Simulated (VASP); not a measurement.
# Mg12F (a cell with a defect) in VASP: further runs

Mg12F (a cell with a defect) is run at these levels: PBE; tasks: single point.

Everything below comes from runs of VASP 6.6.1. Logs are shortened: lines on timing, memory, paths and dates and some standing lists are left out, and cuts for length are marked.

### Step 1. The cell of the first run

The cell holds a defect, 13 atoms: a = 6.420 Å, b = 9.630 Å, c = 5.213 Å, α = 90.00°, β = 90.00°, γ = 120.00°.

### Step 2. Single point, PBE

Input file INCAR:

```
ALGO = Normal
EDIFF = 1E-6
ENCUT = 520
GGA = PE
ISIF = 2
ISMEAR = -1
LASPH = T
LCHARG = T
LELF = T
LREAL = F
LVHAR = T
LWAVE = F
NBANDS = 28
NELM = 60
PREC = Accurate
SIGMA = 0.05
```

Input file KPOINTS:

```
k-points
0
Gamma
  3 2 3
```

Input file POSCAR:

```
Mg12F
1.0
    6.4200000000      0.0000000000      0.0000000000
   -4.8150000000      8.3398250000      0.0000000000
    0.0000000000      0.0000000000      5.2130400000
Mg F
12 1
Direct
    0.0029987875      0.0042591221      0.0136335856
    0.1723296107      0.2253762609      0.5009324663
    0.0016818605      0.3306995712      0.0094982678
    0.1611437046      0.5475665367      0.5106688785
   -0.0052351616      0.6636043495     -0.0059188723
    0.1626439201      0.8939175689      0.5174848300
    0.5064013120      0.0080504496     -0.0078539782
    0.6655308018      0.2240774120      0.4912760255
    0.4967022335      0.3311301748      0.0009511575
    0.6637706640      0.5524093487      0.4895867625
    0.5062273272      0.6633877409     -0.0141141583
    0.6746993274      0.8931511468      0.5085515859
    0.3216300122      0.7723837179      0.2313405492
```

Potentials or basis: VASP PAW PBE potentials, release 64 (Mg, F).

On the command line:

```bash
cat potpaw_PBE.64/Mg/POTCAR potpaw_PBE.64/F/POTCAR > POTCAR
mpirun -np 1 vasp_std > vasp.out
```

OUTCAR:

```text
EDIFF = 1E-6
   ENCUT = 520
   GGA = PE
   ISIF = 2
   ISMEAR = -1
   LASPH = T
   LREAL = F
   NELM = 60
   PREC = Accurate

 ion  position               nearest neighbor table
   1  0.003  0.004  0.014-   2 3.14   3 3.15   6 3.16   9 3.16  12 3.16   6 3.19  12 3.20   7 3.21
                             7 3.22  11 3.24   2 3.25   5 3.26
   2  0.172  0.225  0.501-   1 3.14   4 3.14   3 3.15  10 3.15   6 3.16   9 3.17   9 3.17   8 3.17
                            12 3.20   3 3.22   1 3.25   8 3.25
   3  0.002  0.331  0.009-   8 3.13   7 3.15   2 3.15   1 3.15   4 3.17   9 3.18   4 3.18   2 3.22
                            11 3.22   5 3.23   9 3.24   8 3.29
   4  0.161  0.548  0.511-  13 2.37  11 3.13   2 3.14   8 3.15   5 3.15   3 3.17   3 3.18  10 3.21
                            10 3.22   5 3.29  12 3.31   6 3.33  11 3.34
   5  0.995  0.664  0.994-  13 2.20  11 3.14   6 3.14   4 3.15  10 3.17   9 3.20  10 3.21   3 3.23
                             1 3.26  11 3.28   4 3.29   7 3.30   6 3.34
   6  0.163  0.894  0.517-  13 2.41   7 3.13  12 3.13   5 3.14   1 3.16   2 3.16   1 3.19   8 3.21
                            10 3.25  12 3.29   4 3.33   5 3.34   7 3.34
   7  0.506  0.008  0.992-  13 2.33   6 3.13   9 3.14   3 3.15  12 3.15   8 3.16   8 3.17   1 3.21
                             1 3.22  12 3.29   5 3.30  11 3.32   6 3.34
   8  0.666  0.224  0.491-   3 3.13   9 3.14   4 3.15   7 3.16  10 3.17   7 3.17   2 3.17   6 3.21
                            12 3.22   9 3.23   2 3.25   3 3.29
   9  0.497  0.331  0.001-   7 3.14   8 3.14  10 3.15   1 3.16   2 3.17   2 3.17  11 3.17   3 3.18
                             5 3.20   8 3.23  10 3.24   3 3.24
  10  0.664  0.552  0.490-   9 3.15   2 3.15  11 3.15   8 3.17   5 3.17  11 3.18   4 3.21   5 3.21
                             4 3.22   9 3.24  12 3.25   6 3.25
  11  0.506  0.663  0.986-  13 2.32   4 3.13   5 3.14  12 3.14  10 3.15   9 3.17  10 3.18   3 3.22
                             1 3.24   5 3.28   7 3.32  12 3.33   4 3.34
  12  0.675  0.893  0.509-  13 2.44   6 3.13  11 3.14   7 3.15   1 3.16   2 3.20   1 3.20   8 3.22
                            10 3.25   6 3.29   7 3.29   4 3.31  11 3.33
  13  0.322  0.772  0.231-   5 2.20  11 2.32   7 2.33   4 2.37   6 2.41  12 2.44

  LATTYP: Found a simple monoclinic cell.
 ALAT       =     6.4200000000
 B/A-ratio  =     0.8120000000
 C/A-ratio  =     1.3228757108
 COS(beta)  =    -0.1889822286

  Lattice vectors:

 A1 = (   6.4200000000,   0.0000000000,   0.0000000000)
 A2 = (   0.0000000000,   0.0000000000,   5.2130400000)
 A3 = (  -1.6050000000,  -8.3398250000,   0.0000000000)

Analysis of symmetry for initial positions (statically):
=====================================================================
 Subroutine PRICEL returns:
 Original cell was already a primitive cell.

 Routine SETGRP: Setting up the symmetry group for a
 simple monoclinic supercell.

 Subroutine GETGRP returns: Found  1 space group operations
 (whereof  1 operations were pure point group operations)
 out of a pool of  4 trial point group operations.

The static configuration has the point symmetry C_1 .

Analysis of symmetry for dynamics (positions and initial velocities):
=====================================================================
 Subroutine PRICEL returns:
 Original cell was already a primitive cell.

 Routine SETGRP: Setting up the symmetry group for a
 simple monoclinic supercell.

 Subroutine GETGRP returns: Found  1 space group operations
 (whereof  1 operations were pure point group operations)
 out of a pool of  4 trial point group operations.

The dynamic configuration has the point symmetry C_1 .

 Subroutine INISYM returns: Found  1 space group operations
 (whereof  1 operations are pure point group operations),
 and found     1 'primitive' translations

----------------------------------------------------------------------------------------

                                     Primitive cell

  volume of cell :     279.1149

  direct lattice vectors                    reciprocal lattice vectors
     6.420000000  0.000000000  0.000000000     0.155763240  0.089929945  0.000000000
    -4.815000000  8.339825000  0.000000000     0.000000000  0.119906593  0.000000000
     0.000000000  0.000000000  5.213040000     0.000000000  0.000000000  0.191826650

  length of vectors
     6.420000000  9.630000313  5.213040000     0.179859895  0.119906593  0.191826650
[... 69 lines left out ...]
|                                                                             |
 -----------------------------------------------------------------------------

 Subroutine IBZKPT returns following result:
 ===========================================

 Found     10 irreducible k-points:

 Following reciprocal coordinates:
            Coordinates               Weight
  0.000000  0.000000  0.000000      1.000000
  0.333333  0.000000  0.000000      2.000000
  0.000000  0.500000  0.000000      1.000000
  0.333333  0.500000  0.000000      2.000000
  0.000000  0.000000  0.333333      2.000000
  0.333333  0.000000  0.333333      2.000000
 -0.333333  0.000000  0.333333      2.000000
  0.000000  0.500000  0.333333      2.000000
  0.333333  0.500000  0.333333      2.000000
 -0.333333  0.500000  0.333333      2.000000
   k-points           NKPTS =     10   k-points in BZ     NKDIM =     10   number of bands    NBANDS=     28
   number of dos      NEDOS =    301   number of ions     NIONS =     13
   total plane-waves  NPLWV = 138240
   dimension x,y,z NGX =    48 NGY =   72 NGZ =   40
   dimension x,y,z NGXF=    96 NGYF=  144 NGZF=   80
   ions per type =              12   1
   NGX,Y,Z   is equivalent  to a cutoff of  12.43, 12.43, 12.76 a.u.
   NGXF,Y,Z  is equivalent  to a cutoff of  24.86, 24.86, 25.51 a.u.
 SYSTEM =  unknown system
   PREC   = accura    normal or accurate (medium, high low for compatibility)
   ISTART =      0    job   : 0-new  1-cont  2-samecut
   ICHARG =      2    charge: 1-file 2-atom 10-const
   ISPIN  =      1    spin polarized calculation?
   LNONCOLLINEAR =      F non collinear calculations
   LSORBIT =      F    spin-orbit coupling
   LASPH  =      T    aspherical Exc in radial PAW
   ENCUT  =  520.0 eV  38.22 Ry    6.18 a.u.  11.94 17.91  9.69*2*pi/ulx,y,z
   NELM   =     60;   NELMIN=  2; NELMDL= -5     # of ELM steps
   EDIFF  = 0.1E-05   stopping-criterion for ELM
   LREAL  =      F    real-space projection
   EDIFFG = 0.1E-04   stopping-criterion for IOM
   NSW    =      0    number of steps for IOM
   IBRION =     -1    ionic relax: 0-MD 1-quasi-New 2-CG
   NFREE  =      0    steps in history (QN), initial steepest desc. (CG)
   ISIF   =      2    stress and relaxation
   ISYM   =      2    0-nonsym 1-usesym 2-fastsym
   POTIM  = 0.5000    time-step for ionic-motion
   TEBEG  =    0.0;   TEEND  =   0.0 temperature during run
   PSTRESS=    0.0 pullay stress
   NELECT =      31.0000    total number of electrons
   NUPDOWN=      -1.0000    fix difference up-down
   EMIN   =  10.00;   EMAX   =-10.00  energy-range for DOS
   EFERMI =   0.00;   METHOD = LEGACY
   ISMEAR =    -1;   SIGMA  =   0.05  broadening in eV -4-tet -1-fermi 0-gaus
   EFERMI_NEDOS =   21; number of points for ismear=-14 and -15
   IALGO  =     38    algorithm
   IMIX   =      4    mixing-type and parameters
     AMIX     =   0.40;   BMIX     =  1.00
     AMIX_MAG =   1.60;   BMIX_MAG =  1.00
  volume/ion in A,a.u.               =      21.47       144.89
  Fermi-wavevector in a.u.,A,eV,Ry     =   0.786927  1.487076  8.425461  0.619254
  Thomas-Fermi vector in A             =   1.891564
   LORBIT       =      0    0 simple, 1 ext, 2 COOP (PROOUT), +10 PAW based schemes
   GGA     = PE    functional components
   LHFCALC =     F    Hartree Fock is set to
   AEXX    =    0.0000 exact exchange contribution
   IVDW    =     0    specifies the selected vdW correction
   LEPSILON=     F    determine dielectric tensor
   LRPA    =     F    only Hartree local field effects (RPA)
 non-spin polarized calculation
  energy-cutoff  :      520.00
  volume of cell :      279.11
 maximum number of plane-waves:      7549
   NGX = 23   NGY = 35   NGZ = 19

 number of electron      31.0000001 magnetization

 Free energy of the ion-electron system (eV)
  ---------------------------------------------------
  ext. energy  EPLUGINS =         0.00000000
  ---------------------------------------------------
  free energy    TOTEN  =       -23.31556954 eV

  energy without entropy =      -23.25427963  energy(sigma->0) =      -23.28492458

 E-fermi :   2.8528     XC(G=0):  -8.5960

 val. band max:        2.8376450559   @ k =   0.3333   0.0000   0.3333
 cond. band min:       2.8642547165   @ k =  -0.3333   0.0000   0.3333
 fundamental gap:      0.0266096606
 Fermi energy:         2.8528014344

 k-point     1 :       0.0000    0.0000    0.0000
  band No.  band energies     occupation
      1     -22.9724      2.00000
      2      -5.0368      2.00000
      3      -4.9804      2.00000
      4      -4.8886      2.00000
      5      -3.9271      2.00000
      6      -1.6864      2.00000
[... 289 lines left out ...]
     26       6.5475      0.00000
     27       6.6938      0.00000
 [bands above 27 left out]

------------------------ aborting loop because EDIFF is reached ----------------------------------------

  FORCE on cell =-STRESS in cart. coord.  units (eV):
  Direction    XX          YY          ZZ          XY          YZ          ZX
  --------------------------------------------------------------------------------------
  -------------------------------------------------------------------------------------
  Total        0.1201101     -0.2903707      1.6239797     -0.2528542     -0.0362407      0.0881315
  in kB        0.6894566     -1.6667878      9.3219799     -1.4514354     -0.2080290      0.5058929
  external PRESSURE =       2.7815496 kB  Pullay stress =       0.0000000 kB

 VOLUME and BASIS-vectors are now :
 -----------------------------------------------------------------------------
  energy-cutoff  :      520.00
  volume of cell :      279.11
      direct lattice vectors                 reciprocal lattice vectors
     6.420000000  0.000000000  0.000000000     0.155763240  0.089929945  0.000000000
    -4.815000000  8.339825000  0.000000000     0.000000000  0.119906593  0.000000000
     0.000000000  0.000000000  5.213040000     0.000000000  0.000000000  0.191826650

 POSITION                                       TOTAL-FORCE (eV/Angst)
 -----------------------------------------------------------------------------------
     -0.00126      0.03552      0.07107        -0.006250      0.006685      0.001133
      0.02117      1.87960      2.61138         0.002112      0.000992     -0.008195
     -1.58152      2.75798      0.04951        -0.003467     -0.010382     -0.003060
     -1.60199      4.56661      2.66214         0.003791      0.016229      0.003391
      3.19114      5.53434      5.18218        -0.016071     -0.006059     -0.016293
     -3.26004      7.45512      2.69767         0.022800      0.000588      0.000865
      3.21233      0.06714      5.17210         0.002948     -0.012622      0.012924
      3.19378      1.86877      2.56104         0.002117     -0.003312     -0.001402
      1.59444      2.76157      0.00496         0.001403      0.001657      0.007151
      1.60156      4.60700      2.55224        -0.001543     -0.003868      0.003371
      0.05577      5.53254      5.13946        -0.022239      0.011947      0.012782
      0.03105      7.44872      2.65110         0.011646      0.010102      0.021443
     -1.65416      6.44155      1.20599         0.002754     -0.011955     -0.034111
 -----------------------------------------------------------------------------------
    total drift:                                0.000788     -0.000582     -0.000283

  FREE ENERGIE OF THE ION-ELECTRON SYSTEM (eV)
  ---------------------------------------------------
  free  energy   TOTEN  =       -23.3155695352 eV

  energy  without entropy=      -23.2542796302  energy(sigma->0) =      -23.28492458
```

Wall time 86 s (1 thread of Intel Xeon Platinum 8488C (Sapphire Rapids), shared host); peak memory 0.38 GiB.

Results:

```
Free energy            : -23.3156 eV
Pressure               : 0.3 GPa
Largest force          : 0.036 eV/Å
Band gap on the k mesh : zero (an odd number of electrons rules out a gap without spin polarisation)
```

Forces in eV/Å, atoms in the order of the input:
```
Mg  -0.006  0.007  0.001
Mg   0.002  0.001 -0.008
Mg  -0.003 -0.010 -0.003
Mg   0.004  0.016  0.003
Mg  -0.016 -0.006 -0.016
Mg   0.023  0.001  0.001
Mg   0.003 -0.013  0.013
Mg   0.002 -0.003 -0.001
Mg   0.001  0.002  0.007
Mg  -0.002 -0.004  0.003
Mg  -0.022  0.012  0.013
Mg   0.012  0.010  0.021
F    0.003 -0.012 -0.034
```

Caveat: the k points lie up to 0.40 Å⁻¹ apart, too coarse for converged energies and pressures of a metal; an odd number of electrons without spin polarisation forces a metal; a magnetic or distorted state may lie lower.

### Step 3. Single point, PBE

Input file INCAR:

```
SYSTEM = Mg12F
PREC = Accurate ; ENCUT = 520
EDIFF = 1E-7 ; ISMEAR = -1
SIGMA = 0.05 ; LREAL = .False.
LASPH = .True. ; NELM = 80
ALGO = Normal ; ISIF = 2
LWAVE = .False. ; LCHARG = .False.
GGA = PE ; NBANDS = 28
```

Input file KPOINTS:

```
regular mesh
0
Gamma
  3 2 3
  0 0 0
```

Input file POSCAR:

```
Mg12F
1.0
    6.4200000000      0.0000000000      0.0000000000
   -4.8150000000      8.3398250000      0.0000000000
    0.0000000000      0.0000000000      5.2130400000
Mg F
12 1
Direct
   -0.0227172343     -0.0092927609     -0.0371184568
    0.1777169180      0.2473193382      0.4765165815
   -0.0645758363      0.3001501830     -0.0144253641
    0.2297973799      0.5935616155      0.5312063594
   -0.0090474001      0.6662130201     -0.0282560656
    0.2079920740      0.9429094735      0.5106233599
    0.4601938150     -0.0404684751      0.0516205515
    0.7110583727      0.2738306859      0.5178744073
    0.4495942624      0.3117331599     -0.0095529672
    0.7105967373      0.5690407173      0.5106809079
    0.5086140793      0.6182144110      0.0470167119
    0.6969763109      0.9164460885      0.5145558062
    0.2611303337      0.7058061770      0.1596189555
```

Potentials or basis: VASP PAW PBE potentials, release 64 (Mg, F).

On the command line:

```bash
cat potpaw_PBE.64/Mg/POTCAR potpaw_PBE.64/F/POTCAR > POTCAR
mpirun -np 1 vasp_std > vasp.out
```

Wall time 86 s (1 thread of Intel Xeon Platinum 8488C (Sapphire Rapids), shared host); peak memory 0.38 GiB.

It converged, with:

| Property | Result |
| --- | --- |
| Free energy | -22.2249 eV |
| Pressure | 2.4 GPa |
| Largest force | 1.180 eV/Å |
| Band gap on the k mesh | zero (an odd number of electrons rules out a gap without spin polarisation) |

Forces on the atoms (eV/Å):
```
Mg   0.177  0.044  0.858
Mg  -0.072  0.112 -0.003
Mg   0.525  0.110  0.463
Mg  -0.157 -0.338 -0.063
Mg  -0.979 -0.425 -0.374
Mg  -0.164 -0.112  0.290
Mg   0.293  0.624 -0.594
Mg  -0.190 -0.633 -0.610
Mg   0.524 -0.276  0.027
Mg  -0.527  0.230  0.014
Mg  -0.540  0.651 -0.377
Mg   0.026  0.055 -0.091
F    1.085 -0.041  0.462
```

Stress tensor (GPa, compression positive):
```
 3.11  0.42  0.67
 0.42 -0.17  0.98
 0.67  0.98  4.34
```

Levels at points of the mesh, in eV from the Fermi level:
```csv
k point,band 13,band 14,band 15,band 16,band 17,band 18,band 19,band 20
"(0.00, 0.00, 0.00)",-1.10,-0.12,0.10,0.25,0.68,0.81,0.94,1.62
"(0.00, 0.50, 0.00)",-1.18,-0.81,-0.75,-0.40,0.03,0.37,1.79,1.96
```

Caveat: the k points lie up to 0.40 Å⁻¹ apart, too coarse for converged energies and pressures of a metal; an odd number of electrons without spin polarisation forces a metal; a magnetic or distorted state may lie lower.

(Part 1 of 2 ends here.)
